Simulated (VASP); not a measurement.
# Au (Fd-3m) in VASP: notebook

The runs below take Au through single point, with PBE.

Everything below comes from runs of VASP 6.6.1. Logs are shortened: lines on timing, memory, paths and dates and some standing lists are left out, and cuts for length are marked.

### Step 1. The cell of the first run

Symmetry: Fd-3m, No. 227, cubic system. The conventional cell has a = 6.077 Å, b = 6.077 Å, c = 6.077 Å, α = 90.00°, β = 90.00°, γ = 90.00°. Within 3.5 Å of Au (site symmetry -43m) lie 4 Au at 2.63 Å.

### Step 2. Single point, PBE (volume scaled by 0.96)

File INCAR:

```
SYSTEM = Au
PREC = Accurate ; ENCUT = 520
EDIFF = 1E-6 ; ISMEAR = -1
SIGMA = 0.1 ; LREAL = .False.
LASPH = .True. ; NELM = 100
ALGO = Normal ; ISIF = 2
LWAVE = .False. ; LCHARG = .False.
GGA = PE ; NBANDS = 18
```

File KPOINTS:

```
regular mesh
0
Gamma
  10 10 10
  0 0 0
```

File POSCAR:

```
Au
1.0
    0.0000000000      3.0383496823      3.0383496823
    3.0383496823      0.0000000000      3.0383496823
    3.0383496823      3.0383496823      0.0000000000
Au
2
Direct
    0.1250000000      0.1250000000      0.1250000000
    0.8750000000      0.8750000000      0.8750000000
```

Potentials or basis: VASP PAW PBE potentials, release 64 (Au).

Started as:

```sh
$ cat potpaw_PBE.64/Au/POTCAR > POTCAR
$ mpirun -np 1 vasp_std > vasp.out
```

OUTCAR:

```text
SYSTEM = Au
   PREC = Accurate
   ENCUT = 520
   EDIFF = 1E-6
   ISMEAR = -1
   LREAL = .False.
   LASPH = .True.
   NELM = 100
   ISIF = 2
   GGA = PE

 ion  position               nearest neighbor table
   1  0.125  0.125  0.125-   2 2.63   2 2.63   2 2.63   2 2.63
   2  0.875  0.875  0.875-   1 2.63   1 2.63   1 2.63   1 2.63

  LATTYP: Found a face centered cubic cell.
 ALAT       =     6.0766993646

  Lattice vectors:

 A1 = (   0.0000000000,   3.0383496823,   3.0383496823)
 A2 = (   3.0383496823,   0.0000000000,   3.0383496823)
 A3 = (   3.0383496823,   3.0383496823,   0.0000000000)

Analysis of symmetry for initial positions (statically):
=====================================================================
 Subroutine PRICEL returns:
 Original cell was already a primitive cell.

 Routine SETGRP: Setting up the symmetry group for a
 face centered cubic supercell.

 Subroutine GETGRP returns: Found 48 space group operations
 (whereof 12 operations were pure point group operations)
 out of a pool of 48 trial point group operations.

The static configuration has the point symmetry D_3d.
 The point group associated with its full space group is O_h .

Analysis of symmetry for dynamics (positions and initial velocities):
=====================================================================
 Subroutine PRICEL returns:
 Original cell was already a primitive cell.

 Routine SETGRP: Setting up the symmetry group for a
 face centered cubic supercell.

 Subroutine GETGRP returns: Found 48 space group operations
 (whereof 12 operations were pure point group operations)
 out of a pool of 48 trial point group operations.

The dynamic configuration has the point symmetry D_3d.
 The point group associated with its full space group is O_h .

 Subroutine INISYM returns: Found 48 space group operations
 (whereof 12 operations are pure point group operations),
 and found     1 'primitive' translations

----------------------------------------------------------------------------------------

                                     Primitive cell

  volume of cell :      56.0975

  direct lattice vectors                    reciprocal lattice vectors
     0.000000000  3.038349682  3.038349682    -0.164563020  0.164563020  0.164563020
     3.038349682  0.000000000  3.038349682     0.164563020 -0.164563020  0.164563020
     3.038349682  3.038349682  0.000000000     0.164563020  0.164563020 -0.164563020

  length of vectors
     4.296875328  4.296875328  4.296875328     0.285031512  0.285031512  0.285031512

  position of ions in fractional coordinates (direct lattice)
     0.125000000  0.125000000  0.125000000
     0.875000000  0.875000000  0.875000000

  ion indices of the primitive-cell ions
   primitive index   ion index
                 1           1
                 2           2

----------------------------------------------------------------------------------------

 KPOINTS: regular mesh

Automatic generation of k-mesh.
 Grid dimensions read from file:
 generate k-points for:   10   10   10

 Generating k-lattice:

  Cartesian coordinates                     Fractional coordinates (reciprocal lattice)
    -0.016456302  0.016456302  0.016456302     0.100000000  0.000000000  0.000000000
     0.016456302 -0.016456302  0.016456302     0.000000000  0.100000000  0.000000000
     0.016456302  0.016456302 -0.016456302     0.000000000  0.000000000  0.100000000

  Length of vectors
     0.028503151  0.028503151  0.028503151

  Shift w.r.t. Gamma in fractional coordinates (k-lattice)
     0.000000000  0.000000000  0.000000000

 Subroutine IBZKPT returns following result:
 ===========================================

 Found     47 irreducible k-points:

 Following reciprocal coordinates:
            Coordinates               Weight
  0.000000  0.000000  0.000000      1.000000
  0.100000  0.000000  0.000000      8.000000
  0.200000  0.000000  0.000000      8.000000
  0.300000  0.000000  0.000000      8.000000
  0.400000  0.000000  0.000000      8.000000
  0.500000  0.000000  0.000000      4.000000
[... 16 lines left out ...]
  0.300000  0.300000  0.000000      6.000000
  0.400000  0.300000  0.000000     24.000000
 [... further k-points ...]
   k-points           NKPTS =     47   k-points in BZ     NKDIM =     47   number of bands    NBANDS=     18
   number of dos      NEDOS =    301   number of ions     NIONS =      2
   total plane-waves  NPLWV =  32768
   dimension x,y,z NGX =    32 NGY =   32 NGZ =   32
   dimension x,y,z NGXF=    64 NGYF=   64 NGZF=   64
   ions per type =               2
   NGX,Y,Z   is equivalent  to a cutoff of  12.38, 12.38, 12.38 a.u.
   NGXF,Y,Z  is equivalent  to a cutoff of  24.76, 24.76, 24.76 a.u.
 SYSTEM =  Au
   PREC   = accura    normal or accurate (medium, high low for compatibility)
   ISTART =      0    job   : 0-new  1-cont  2-samecut
   ICHARG =      2    charge: 1-file 2-atom 10-const
   ISPIN  =      1    spin polarized calculation?
   LNONCOLLINEAR =      F non collinear calculations
   LSORBIT =      F    spin-orbit coupling
   LASPH  =      T    aspherical Exc in radial PAW
   ENCUT  =  520.0 eV  38.22 Ry    6.18 a.u.   7.99  7.99  7.99*2*pi/ulx,y,z
   NELM   =    100;   NELMIN=  2; NELMDL= -5     # of ELM steps
   EDIFF  = 0.1E-05   stopping-criterion for ELM
   LREAL  =      F    real-space projection
   EDIFFG = 0.1E-04   stopping-criterion for IOM
   NSW    =      0    number of steps for IOM
   IBRION =     -1    ionic relax: 0-MD 1-quasi-New 2-CG
   NFREE  =      0    steps in history (QN), initial steepest desc. (CG)
   ISIF   =      2    stress and relaxation
   ISYM   =      2    0-nonsym 1-usesym 2-fastsym
   POTIM  = 0.5000    time-step for ionic-motion
   TEBEG  =    0.0;   TEEND  =   0.0 temperature during run
   PSTRESS=    0.0 pullay stress
   NELECT =      22.0000    total number of electrons
   NUPDOWN=      -1.0000    fix difference up-down
   EMIN   =  10.00;   EMAX   =-10.00  energy-range for DOS
   EFERMI =   0.00;   METHOD = LEGACY
   ISMEAR =    -1;   SIGMA  =   0.10  broadening in eV -4-tet -1-fermi 0-gaus
   EFERMI_NEDOS =   21; number of points for ismear=-14 and -15
   IALGO  =     38    algorithm
   IMIX   =      4    mixing-type and parameters
     AMIX     =   0.40;   BMIX     =  1.00
     AMIX_MAG =   1.60;   BMIX_MAG =  1.00
  volume/ion in A,a.u.               =      28.05       189.28
  Fermi-wavevector in a.u.,A,eV,Ry     =   1.198307  2.264471 19.537134  1.435939
  Thomas-Fermi vector in A             =   2.334199
   LORBIT       =      0    0 simple, 1 ext, 2 COOP (PROOUT), +10 PAW based schemes
   GGA     = PE    functional components
   LHFCALC =     F    Hartree Fock is set to
   AEXX    =    0.0000 exact exchange contribution
   IVDW    =     0    specifies the selected vdW correction
   LEPSILON=     F    determine dielectric tensor
   LRPA    =     F    only Hartree local field effects (RPA)
 non-spin polarized calculation
  energy-cutoff  :      520.00
  volume of cell :       56.10
 maximum number of plane-waves:      1524
   NGX = 15   NGY = 15   NGZ = 15

 number of electron      22.0000003 magnetization

 Free energy of the ion-electron system (eV)
  ---------------------------------------------------
  ext. energy  EPLUGINS =         0.00000000
  ---------------------------------------------------
  free energy    TOTEN  =        -5.01386281 eV

  energy without entropy =       -4.99070689  energy(sigma->0) =       -5.00228485

 E-fermi :   3.1805     XC(G=0):  -9.5160

 val. band max:        3.1168552854   @ k =   0.5000   0.1000   0.0000
 cond. band min:       3.3456198546   @ k =  -0.4000   0.4000   0.0000
 fundamental gap:      0.2287645693
 Fermi energy:         3.1805058100

 k-point     1 :       0.0000    0.0000    0.0000
  band No.  band energies     occupation
      1      -2.9728      2.00000
      2      -1.0417      2.00000
      3      -1.0417      2.00000
      4      -1.0338      2.00000
      5      -1.0338      2.00000
      6      -1.0338      2.00000
[... 10 lines left out ...]
     17      13.9385      0.00000
     18      13.9385      0.00000

 k-point     2 :       0.1000    0.0000    0.0000
  band No.  band energies     occupation
      1      -2.8533      2.00000
      2      -1.1720      2.00000
      3      -1.1720      2.00000
      4      -1.0431      2.00000
      5      -0.8693      2.00000
      6      -0.8693      2.00000
[... 10 lines left out ...]
     17      14.5400      0.00000
     18      14.5400      0.00000

 k-point     3 :       0.2000    0.0000    0.0000
  band No.  band energies     occupation
      1      -2.5236      2.00000
      2      -1.2413      2.00000
      3      -1.2413      2.00000
      4      -1.0663      2.00000
      5      -0.7269      2.00000
      6      -0.7269      2.00000
[... 10 lines left out ...]
     17      14.7957      0.00000
     18      15.0535      0.00000

 k-point     4 :       0.3000    0.0000    0.0000
  band No.  band energies     occupation
      1      -2.0877      2.00000
      2      -1.2393      2.00000
      3      -1.2393      2.00000
      4      -1.0942      2.00000
      5      -0.6792      2.00000
      6      -0.6792      2.00000
[... 10 lines left out ...]
     17      15.0155      0.00000
     18      15.0155      0.00000

 k-point     5 :       0.4000    0.0000    0.0000
  band No.  band energies     occupation
      1      -1.7312      2.00000
      2      -1.1853      2.00000
      3      -1.1853      2.00000
      4      -1.1225      2.00000
      5      -0.7283      2.00000
      6      -0.7283      2.00000
[... 10 lines left out ...]
     17      14.8884      0.00000
     18      14.8884      0.00000

 k-point     6 :       0.5000    0.0000    0.0000
  band No.  band energies     occupation
      1      -1.6007      2.00000
      2      -1.1448      2.00000
      3      -1.1448      2.00000
      4      -1.1389      2.00000
      5      -0.7744      2.00000
      6      -0.7744      2.00000
[... 10 lines left out ...]
     17      14.8366      0.00000
     18      14.8366      0.00000

 k-point     7 :       0.1000    0.1000    0.0000
  band No.  band energies     occupation
      1      -2.8123      2.00000
      2      -1.2765      2.00000
      3      -1.0415      2.00000
      4      -1.0415      2.00000
      5      -0.9758      2.00000
      6      -0.7652      2.00000
[... 10 lines left out ...]
     17      15.1039      0.00000
     18      15.4620      0.00000

 k-point     8 :       0.2000    0.1000    0.0000
  band No.  band energies     occupation
      1      -2.5485      2.00000
      2      -1.3595      2.00000
      3      -1.1060      2.00000
      4      -1.0616      2.00000
      5      -0.8371      2.00000
      6      -0.6173      2.00000
[... 10 lines left out ...]
     17      14.8181      0.00000
     18      15.8320      0.00000
[... 229 lines left out ...]
     17      15.6335      0.00000
     18      16.6372      0.00000

 k-point    20 :      -0.4000    0.2000    0.0000
  band No.  band energies     occupation
      1      -1.4557      2.00000
      2      -1.3329      2.00000
      3      -1.2676      2.00000
      4      -1.0647      2.00000
      5      -0.6348      2.00000
      6      -0.3445      2.00000
[... 10 lines left out ...]
     17      16.2327      0.00000
     18      17.3277      0.00000

 k-point    21 :      -0.3000    0.2000    0.0000
  band No.  band energies     occupation
      1      -1.5816      2.00000
      2      -1.3494      2.00000
      3      -1.3171      2.00000
      4      -1.0003      2.00000
      5      -0.7632      2.00000
      6      -0.2750      2.00000
[... 10 lines left out ...]
     17      15.8747      0.00000
     18      16.0777      0.00000

 k-point    22 :      -0.2000    0.2000    0.0000
  band No.  band energies     occupation
      1      -1.9218      2.00000
      2      -1.3836      2.00000
      3      -1.2148      2.00000
      4      -1.0502      2.00000
      5      -0.7839      2.00000
      6      -0.3580      2.00000
[... 10 lines left out ...]
     17      14.7527      0.00000
     18      15.3776      0.00000

 k-point    23 :       0.3000    0.3000    0.0000
  band No.  band energies     occupation
      1      -1.7068      2.00000
      2      -1.5444      2.00000
      3      -1.0985      2.00000
      4      -1.0985      2.00000
      5      -0.4785      2.00000
      6      -0.2495      2.00000
[... 10 lines left out ...]
     17      18.2344      0.00000
     18      18.2344      0.00000

 k-point    24 :       0.4000    0.3000    0.0000
  band No.  band energies     occupation
      1      -1.5346      2.00000
      2      -1.4018      2.00000
      3      -1.1556      2.00000
      4      -1.1227      2.00000
      5      -0.3158      2.00000
      6      -0.2945      2.00000
[... 10 lines left out ...]
     17      17.8273      0.00000
     18      18.5574      0.00000

 [... further k-points ...]
[... 5 lines left out ...]
  --------------------------------------------------------------------------------------
  -------------------------------------------------------------------------------------
  Total        0.8264983      0.8264983      0.8264983      0.0000000      0.0000000     -0.0000000
  in kB       23.6052863     23.6052863     23.6052863      0.0000000      0.0000000     -0.0000000
  external PRESSURE =      23.6052863 kB  Pullay stress =       0.0000000 kB

 VOLUME and BASIS-vectors are now :
 -----------------------------------------------------------------------------
  energy-cutoff  :      520.00
  volume of cell :       56.10
      direct lattice vectors                 reciprocal lattice vectors
     0.000000000  3.038349682  3.038349682    -0.164563020  0.164563020  0.164563020
     3.038349682  0.000000000  3.038349682     0.164563020 -0.164563020  0.164563020
     3.038349682  3.038349682  0.000000000     0.164563020  0.164563020 -0.164563020

 POSITION                                       TOTAL-FORCE (eV/Angst)
 -----------------------------------------------------------------------------------
      0.75959      0.75959      0.75959         0.000000      0.000000      0.000000
      5.31711      5.31711      5.31711        -0.000000     -0.000000     -0.000000
 -----------------------------------------------------------------------------------
    total drift:                                0.000000      0.000000     -0.000000

  FREE ENERGIE OF THE ION-ELECTRON SYSTEM (eV)
  ---------------------------------------------------
  free  energy   TOTEN  =        -5.0138628052 eV

  energy  without entropy=       -4.9907068891  energy(sigma->0) =       -5.00228485
```

Wall time 16 s (1 thread of Intel Xeon Platinum 8488C (Sapphire Rapids), shared host); peak memory 0.19 GiB.

Results:

| Property | Result |
| --- | --- |
| Free energy | -5.0139 eV |
| Pressure | 2.4 GPa |
| Band gap on the k mesh | zero (band 11 reaches 3.45 eV, above the bottom of band 12 at 2.81 eV) |

Caveat: the cell differs from its parent crystal (volume scaled by 0.96); spin-orbit coupling is left out, which moves the levels of the heavy elements.

### Step 3. Single point, PBE

This run uses another cell than the first one, of 29.22 Å³/atom, 1.042 times its volume.

File INCAR:

```
SYSTEM = Au
  PREC = Accurate
  ENCUT = 520
  EDIFF = 1E-7
  ISMEAR = -1
  SIGMA = 0.1
  LREAL = .False.
  LASPH = .True.
  NELM = 60
  ALGO = Normal
  ISIF = 2
  LWAVE = .False.
  LCHARG = .False.
  GGA = PE
  NBANDS = 18
```

KPOINTS is that of step 2.

File POSCAR:

```
Au
1.0
    0.0000000000      3.0799760835      3.0799760835
    3.0799760835      0.0000000000      3.0799760835
    3.0799760835      3.0799760835      0.0000000000
Au
2
Direct
    0.1250000000      0.1250000000      0.1250000000
    0.8750000000      0.8750000000      0.8750000000
```

Potentials or basis: VASP PAW PBE potentials, release 64 (Au).

Started as:

```sh
$ cat potpaw_PBE.64/Au/POTCAR > POTCAR
$ mpirun -np 1 vasp_std > vasp.out
```

Run time: 16 s. Hardware: 1 thread of Intel Xeon Platinum 8488C (Sapphire Rapids), shared host; peak memory 0.19 GiB.

The run converged. Its results:

| Item | Value |
| --- | --- |
| Free energy | -5.0308 eV |
| Pressure | -0.1 GPa |
| Band gap on the k mesh | zero (band 11 reaches 3.03 eV, above the bottom of band 12 at 2.39 eV) |

Levels at points of the mesh, in eV from the Fermi level:
| k point | band 9 | band 10 | band 11 | band 12 | band 13 | band 14 |
| --- | --- | --- | --- | --- | --- | --- |
| (0.00, 0.00, 0.00) | -2.25 | -1.29 | -1.29 | 8.44 | 9.44 | 9.44 |
| (0.50, 0.00, 0.00) | -1.41 | -1.41 | -0.76 | -0.40 | 6.70 | 6.70 |
| (0.50, 0.50, 0.00) | -1.25 | -1.25 | 0.24 | 0.24 | 3.75 | 3.75 |

Caveat: spin-orbit coupling is left out, which moves the levels of the heavy elements.
